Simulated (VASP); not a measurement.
# La2O3 (P-3m1) in VASP: notebook

La2O3 is run at these levels: PBEsol; tasks: single point.

Program: VASP 6.6.1. These are calculated values, not measurements. Logs are shortened: lines on timing, memory, paths and dates and some standing lists are left out, and cuts for length are marked.

## (1) The cell of the first run

Symmetry: P-3m1, No. 164, trigonal system. Conventional cell: a = 3.851 Å, b = 3.851 Å, c = 5.987 Å, α = 90.00°, β = 90.00°, γ = 120.00°. La (site symmetry 3m) has 7 O at 2.32 to 2.67 Å within 3.1 Å. Within 3.5 Å of O (site symmetry -3m) lie 6 La at 2.67 Å and 6 O at 3.07 Å. Within 3.1 Å of O (site symmetry 3m) lie 4 La at 2.32 to 2.39 Å and 6 O at 2.83 to 3.07 Å.

## (2) Single point, PBEsol (volume scaled by 0.94)

Input file INCAR:

```
SYSTEM = La2O3
PREC = Accurate
ENCUT = 520
EDIFF = 1E-7
ISMEAR = -1
SIGMA = 0.05
LREAL = .FALSE.
LASPH = .TRUE.
NELM = 100
ALGO = Normal
ISIF = 2
LWAVE = .FALSE.
LCHARG = .FALSE.
GGA = PS
NBANDS = 28
```

Input file KPOINTS:

```
regular mesh
0
G
  8 8 5
  0 0 0
```

Input file POSCAR:

```
La2O3
1.0
    3.8505354057      0.0000000000      0.0000000000
   -1.9252677029      3.3346614796      0.0000000000
    0.0000000000      0.0000000000      5.9871847653
La O
2 3
Direct
    0.3333333333      0.6666666667      0.2462356800
    0.6666666667      0.3333333333      0.7537643200
    0.0000000000      0.0000000000      0.0000000000
    0.3333333333      0.6666666667      0.6458906500
    0.6666666667      0.3333333333      0.3541093500
```

Potentials or basis: VASP PAW PBE potentials, release 64 (La, O).

Started as:

```
> cat potpaw_PBE.64/La/POTCAR potpaw_PBE.64/O/POTCAR > POTCAR
> mpirun -np 1 vasp_std > vasp.out
```

OUTCAR:

```text
SYSTEM = La2O3
   PREC = Accurate
   ENCUT = 520
   EDIFF = 1E-7
   ISMEAR = -1
   LREAL = .FALSE.
   LASPH = .TRUE.
   NELM = 100
   ISIF = 2
   GGA = PS

 ion  position               nearest neighbor table
   1  0.333  0.667  0.246-   5 2.32   5 2.32   5 2.32   4 2.39   3 2.67   3 2.67   3 2.67
   2  0.667  0.333  0.754-   4 2.32   4 2.32   4 2.32   5 2.39   3 2.67   3 2.67   3 2.67
   3  0.000  0.000  0.000-   1 2.67   2 2.67   2 2.67   1 2.67   2 2.67   1 2.67
   4  0.333  0.667  0.646-   2 2.32   2 2.32   2 2.32   1 2.39
   5  0.667  0.333  0.354-   1 2.32   1 2.32   1 2.32   2 2.39

  LATTYP: Found a hexagonal cell.
 ALAT       =     3.8505354057
 C/A-ratio  =     1.5548966921

  Lattice vectors:

 A1 = (   3.8505354057,   0.0000000000,   0.0000000000)
 A2 = (  -1.9252677029,   3.3346614796,   0.0000000000)
 A3 = (   0.0000000000,   0.0000000000,   5.9871847653)

Analysis of symmetry for initial positions (statically):
=====================================================================
 Subroutine PRICEL returns:
 Original cell was already a primitive cell.

 Routine SETGRP: Setting up the symmetry group for a
 hexagonal supercell.

 Subroutine GETGRP returns: Found 12 space group operations
 (whereof 12 operations were pure point group operations)
 out of a pool of 24 trial point group operations.

The static configuration has the point symmetry D_3d.

Analysis of symmetry for dynamics (positions and initial velocities):
=====================================================================
 Subroutine PRICEL returns:
 Original cell was already a primitive cell.

 Routine SETGRP: Setting up the symmetry group for a
 hexagonal supercell.

 Subroutine GETGRP returns: Found 12 space group operations
 (whereof 12 operations were pure point group operations)
 out of a pool of 24 trial point group operations.

The dynamic configuration has the point symmetry D_3d.

 Subroutine INISYM returns: Found 12 space group operations
 (whereof 12 operations are pure point group operations),
 and found     1 'primitive' translations

----------------------------------------------------------------------------------------

                                     Primitive cell

  volume of cell :      76.8768

  direct lattice vectors                    reciprocal lattice vectors
     3.850535406  0.000000000  0.000000000     0.259704144  0.149940257  0.000000000
    -1.925267703  3.334661480  0.000000000     0.000000000  0.299880514  0.000000000
     0.000000000  0.000000000  5.987184765     0.000000000  0.000000000  0.167023407

  length of vectors
     3.850535406  3.850535406  5.987184765     0.299880514  0.299880514  0.167023407

  position of ions in fractional coordinates (direct lattice)
     0.333333333  0.666666667  0.246235680
     0.666666667  0.333333333  0.753764320
     0.000000000  0.000000000  0.000000000
     0.333333333  0.666666667  0.645890650
     0.666666667  0.333333333  0.354109350

  ion indices of the primitive-cell ions
   primitive index   ion index
                 1           1
                 2           2
                 3           3
                 4           4
                 5           5

----------------------------------------------------------------------------------------

 KPOINTS: regular mesh

Automatic generation of k-mesh.
 Grid dimensions read from file:
 generate k-points for:    8    8    5

 Generating k-lattice:

  Cartesian coordinates                     Fractional coordinates (reciprocal lattice)
     0.032463018  0.018742532  0.000000000     0.125000000  0.000000000  0.000000000
     0.000000000  0.037485064  0.000000000     0.000000000  0.125000000  0.000000000
     0.000000000  0.000000000  0.033404681     0.000000000  0.000000000  0.200000000

  Length of vectors
     0.037485064  0.037485064  0.033404681

  Shift w.r.t. Gamma in fractional coordinates (k-lattice)
     0.000000000  0.000000000  0.000000000

 Subroutine IBZKPT returns following result:
 ===========================================

 Found     40 irreducible k-points:

 Following reciprocal coordinates:
            Coordinates               Weight
  0.000000  0.000000  0.000000      1.000000
  0.125000  0.000000  0.000000      6.000000
  0.250000  0.000000  0.000000      6.000000
  0.375000  0.000000  0.000000      6.000000
  0.500000  0.000000  0.000000      3.000000
  0.125000  0.125000  0.000000      6.000000
[... 16 lines left out ...]
 -0.125000  0.500000  0.200000     12.000000
  0.250000  0.250000  0.200000     12.000000
 [... further k-points ...]
   k-points           NKPTS =     40   k-points in BZ     NKDIM =     40   number of bands    NBANDS=     28
   number of dos      NEDOS =    301   number of ions     NIONS =      5
   total plane-waves  NPLWV =  43200
   dimension x,y,z NGX =    30 NGY =   30 NGZ =   48
   dimension x,y,z NGXF=    60 NGYF=   60 NGZF=   96
   ions per type =               2   3
   NGX,Y,Z   is equivalent  to a cutoff of  12.95, 12.95, 13.33 a.u.
   NGXF,Y,Z  is equivalent  to a cutoff of  25.90, 25.90, 26.66 a.u.
 SYSTEM =  La2O3
   PREC   = accura    normal or accurate (medium, high low for compatibility)
   ISTART =      0    job   : 0-new  1-cont  2-samecut
   ICHARG =      2    charge: 1-file 2-atom 10-const
   ISPIN  =      1    spin polarized calculation?
   LNONCOLLINEAR =      F non collinear calculations
   LSORBIT =      F    spin-orbit coupling
   LASPH  =      T    aspherical Exc in radial PAW
   ENCUT  =  520.0 eV  38.22 Ry    6.18 a.u.   7.16  7.16 11.13*2*pi/ulx,y,z
   NELM   =    100;   NELMIN=  2; NELMDL= -5     # of ELM steps
   EDIFF  = 0.1E-06   stopping-criterion for ELM
   LREAL  =      F    real-space projection
   EDIFFG = 0.1E-05   stopping-criterion for IOM
   NSW    =      0    number of steps for IOM
   IBRION =     -1    ionic relax: 0-MD 1-quasi-New 2-CG
   NFREE  =      0    steps in history (QN), initial steepest desc. (CG)
   ISIF   =      2    stress and relaxation
   ISYM   =      2    0-nonsym 1-usesym 2-fastsym
   POTIM  = 0.5000    time-step for ionic-motion
   TEBEG  =    0.0;   TEEND  =   0.0 temperature during run
   PSTRESS=    0.0 pullay stress
   NELECT =      40.0000    total number of electrons
   NUPDOWN=      -1.0000    fix difference up-down
   EMIN   =  10.00;   EMAX   =-10.00  energy-range for DOS
   EFERMI =   0.00;   METHOD = LEGACY
   ISMEAR =    -1;   SIGMA  =   0.05  broadening in eV -4-tet -1-fermi 0-gaus
   EFERMI_NEDOS =   21; number of points for ismear=-14 and -15
   IALGO  =     38    algorithm
   IMIX   =      4    mixing-type and parameters
     AMIX     =   0.40;   BMIX     =  1.00
     AMIX_MAG =   1.60;   BMIX_MAG =  1.00
  volume/ion in A,a.u.               =      15.38       103.76
  Fermi-wavevector in a.u.,A,eV,Ry     =   1.316729  2.488257 23.589435  1.733775
  Thomas-Fermi vector in A             =   2.446820
   LORBIT       =      0    0 simple, 1 ext, 2 COOP (PROOUT), +10 PAW based schemes
   GGA     = PS    functional components
   LHFCALC =     F    Hartree Fock is set to
   AEXX    =    0.0000 exact exchange contribution
   IVDW    =     0    specifies the selected vdW correction
   LEPSILON=     F    determine dielectric tensor
   LRPA    =     F    only Hartree local field effects (RPA)
 non-spin polarized calculation
  energy-cutoff  :      520.00
  volume of cell :       76.88
 maximum number of plane-waves:      2089
 NGX is ok and might be reduce to    30
   NGX = 15   NGY = 15   NGZ = 23

 number of electron      40.0000003 magnetization

 Free energy of the ion-electron system (eV)
  ---------------------------------------------------
  ext. energy  EPLUGINS =         0.00000000
  ---------------------------------------------------
  free energy    TOTEN  =       -43.65279309 eV

  energy without entropy =      -43.65279309  energy(sigma->0) =      -43.65279309

 E-fermi :   7.6267     XC(G=0): -11.0313

 val. band max:        6.4568551934   @ k =   0.2500   0.2500   0.4000
 cond. band min:      10.2919516809   @ k =   0.3750   0.2500   0.0000
 fundamental gap:      3.8350964875
 Fermi energy:         7.6266902164

 k-point     1 :       0.0000    0.0000    0.0000
  band No.  band energies     occupation
      1     -23.1336      2.00000
      2     -22.8010      2.00000
      3     -10.7056      2.00000
      4      -9.3295      2.00000
      5      -8.8079      2.00000
      6      -6.5766      2.00000
[... 20 lines left out ...]
     27      12.2327      0.00000
     28      12.4759      0.00000

 k-point     2 :       0.1250    0.0000    0.0000
  band No.  band energies     occupation
      1     -23.0973      2.00000
      2     -22.7858      2.00000
      3     -10.6975      2.00000
      4      -9.6493      2.00000
      5      -9.0538      2.00000
      6      -6.6576      2.00000
[... 20 lines left out ...]
     27      12.3524      0.00000
     28      12.5093      0.00000

 k-point     3 :       0.2500    0.0000    0.0000
  band No.  band energies     occupation
      1     -23.0037      2.00000
      2     -22.7527      2.00000
      3     -10.7757      2.00000
      4     -10.2834      2.00000
      5      -9.3045      2.00000
      6      -6.8309      2.00000
[... 20 lines left out ...]
     27      12.3458      0.00000
     28      12.4389      0.00000

 k-point     4 :       0.3750    0.0000    0.0000
  band No.  band energies     occupation
      1     -22.8955      2.00000
      2     -22.7309      2.00000
      3     -10.9798      2.00000
      4     -10.8212      2.00000
      5      -9.1844      2.00000
      6      -7.0529      2.00000
[... 20 lines left out ...]
     27      12.2864      0.00000
     28      12.2925      0.00000

 k-point     5 :       0.5000    0.0000    0.0000
  band No.  band energies     occupation
      1     -22.8396      2.00000
      2     -22.7319      2.00000
      3     -11.0568      2.00000
      4     -11.0532      2.00000
      5      -9.0315      2.00000
      6      -7.3362      2.00000
[... 20 lines left out ...]
     27      12.2208      0.00000
     28      12.2845      0.00000

 k-point     6 :       0.1250    0.1250    0.0000
  band No.  band energies     occupation
      1     -23.0322      2.00000
      2     -22.7616      2.00000
      3     -10.7360      2.00000
      4     -10.0899      2.00000
      5      -9.3067      2.00000
      6      -6.8183      2.00000
[... 463 lines left out ...]
      5      -9.1604      2.00000
      6      -7.0875      2.00000
[... 20 lines left out ...]
     27      12.2898      0.00000
     28      12.3426      0.00000

 k-point    22 :       0.3750    0.1250    0.2000
  band No.  band energies     occupation
      1     -22.8302      2.00000
      2     -22.7412      2.00000
      3     -11.1489      2.00000
      4     -10.9319      2.00000
      5      -9.2281      2.00000
      6      -7.1127      2.00000
[... 20 lines left out ...]
     27      12.2633      0.00000
     28      12.2749      0.00000

 k-point    23 :      -0.1250    0.5000    0.2000
  band No.  band energies     occupation
      1     -22.8311      2.00000
      2     -22.7402      2.00000
      3     -11.1227      2.00000
      4     -10.9925      2.00000
      5      -9.1150      2.00000
      6      -7.1763      2.00000
[... 20 lines left out ...]
     27      12.2670      0.00000
     28      12.2842      0.00000

 k-point    24 :       0.2500    0.2500    0.2000
  band No.  band energies     occupation
      1     -22.8317      2.00000
      2     -22.7398      2.00000
      3     -11.0801      2.00000
      4     -10.9320      2.00000
      5      -9.3536      2.00000
      6      -7.1240      2.00000
[... 20 lines left out ...]
     27      12.2436      0.00000
     28      12.3305      0.00000

 [... further k-points ...]

------------------------ aborting loop because EDIFF is reached ----------------------------------------

  FORCE on cell =-STRESS in cart. coord.  units (eV):
  Direction    XX          YY          ZZ          XY          YZ          ZX
  --------------------------------------------------------------------------------------
  -------------------------------------------------------------------------------------
  Total        3.1271986      3.1271986      2.2153239     -0.0000000      0.0000000     -0.0000000
  in kB       65.1734203     65.1734203     46.1691922     -0.0000000      0.0000000     -0.0000000
  external PRESSURE =      58.8386776 kB  Pullay stress =       0.0000000 kB

 VOLUME and BASIS-vectors are now :
 -----------------------------------------------------------------------------
  energy-cutoff  :      520.00
  volume of cell :       76.88
      direct lattice vectors                 reciprocal lattice vectors
     3.850535406  0.000000000  0.000000000     0.259704144  0.149940257  0.000000000
    -1.925267703  3.334661480  0.000000000     0.000000000  0.299880514  0.000000000
     0.000000000  0.000000000  5.987184765     0.000000000  0.000000000  0.167023407

 POSITION                                       TOTAL-FORCE (eV/Angst)
 -----------------------------------------------------------------------------------
     -0.00000      2.22311      1.47426         0.000000     -0.000000     -0.401753
      1.92527      1.11155      4.51293        -0.000000      0.000000      0.401753
      0.00000      0.00000      0.00000        -0.000000      0.000000      0.000000
     -0.00000      2.22311      3.86707        -0.000000     -0.000000     -0.080398
      1.92527      1.11155      2.12012         0.000000      0.000000      0.080398
 -----------------------------------------------------------------------------------
    total drift:                               -0.000000      0.000000      0.000000

  FREE ENERGIE OF THE ION-ELECTRON SYSTEM (eV)
  ---------------------------------------------------
  free  energy   TOTEN  =       -43.6527930883 eV

  energy  without entropy=      -43.6527930882  energy(sigma->0) =      -43.65279309
```

It took 58 s on 1 thread of Intel Xeon 6975P-C (Granite Rapids), shared host; peak memory 0.24 GiB.

What came out:

| Property | Result |
| --- | --- |
| Free energy | -43.6528 eV |
| Pressure | 5.9 GPa |
| Largest force | 0.402 eV/Å |
| Band gap on the k mesh | 3.84 eV, indirect (least direct gap 3.94 eV) |

Forces on the atoms (eV/Å):
```
La   0.000  0.000 -0.402
La   0.000  0.000  0.402
O    0.000  0.000  0.000
O    0.000  0.000 -0.080
O    0.000  0.000  0.080
```

Stress tensor (GPa, compression positive):
```
6.52 0.00 0.00
0.00 6.52 0.00
0.00 0.00 4.62
```

Caveat: the PAW data sets were made with another functional, which shifts forces and pressure a little; spin-orbit coupling is left out, which moves the levels of the heavy elements. A k mesh can miss the band edges.

## (3) Single point, PBEsol (volume scaled by 0.96)

Input file INCAR:

```
ALGO = Normal
EDIFF = 1E-7
ENCUT = 520
GGA = PS
ISIF = 2
ISMEAR = -1
LASPH = T
LCHARG = F
LREAL = F
LWAVE = F
NBANDS = 28
NELM = 60
PREC = Accurate
SIGMA = 0.05
```

Input file KPOINTS:

```
k-points
0
Gamma
  8 8 5
```

POSCAR: that of step 2 with these lines changed.

```diff
@@ -2,5 +2,5 @@
 1.0
-    3.8505354057      0.0000000000      0.0000000000
-   -1.9252677029      3.3346614796      0.0000000000
-    0.0000000000      0.0000000000      5.9871847653
+    3.8776527457      0.0000000000      0.0000000000
+   -1.9388263728      3.3581457848      0.0000000000
+    0.0000000000      0.0000000000      6.0293494275
 La O
```

Potentials or basis: VASP PAW PBE potentials, release 64 (La, O).

Started as:

```
> cat potpaw_PBE.64/La/POTCAR potpaw_PBE.64/O/POTCAR > POTCAR
> mpirun -np 1 vasp_std > vasp.out
```

Run time: 61 s. Hardware: 1 thread of Intel Xeon 6975P-C (Granite Rapids), shared host; peak memory 0.25 GiB.

The run converged. Its results:

```
Free energy            : -43.6970 eV
Pressure               : 2.5 GPa
Largest force          : 0.222 eV/Å
Band gap on the k mesh : 3.84 eV, indirect (least direct gap 3.96 eV)
```

Forces in eV/Å, atoms in the order of the input:
```
La   0.000  0.000 -0.222
La   0.000  0.000  0.222
O    0.000  0.000  0.000
O    0.000  0.000 -0.053
O    0.000  0.000  0.053
```

Stress tensor (GPa, compression positive):
```
2.88 0.00 0.00
0.00 2.88 0.00
0.00 0.00 1.83
```

Levels at points of the mesh, in eV from the valence-band top:
```csv
k point,band 16,band 17,band 18,band 19,band 20,band 21,band 22,band 23,band 24,band 25
"(0.00, 0.00, 0.00)",-2.18,-1.78,-0.43,-0.43,-0.16,4.35,4.67,4.67,5.35,5.67
"(0.50, 0.00, 0.00)",-0.77,-0.75,-0.68,-0.38,-0.32,3.86,4.86,5.43,5.45,5.57
```

Caveat: the PAW data sets were made with another functional, which shifts forces and pressure a little; spin-orbit coupling is left out, which moves the levels of the heavy elements. A k mesh can miss the band edges.
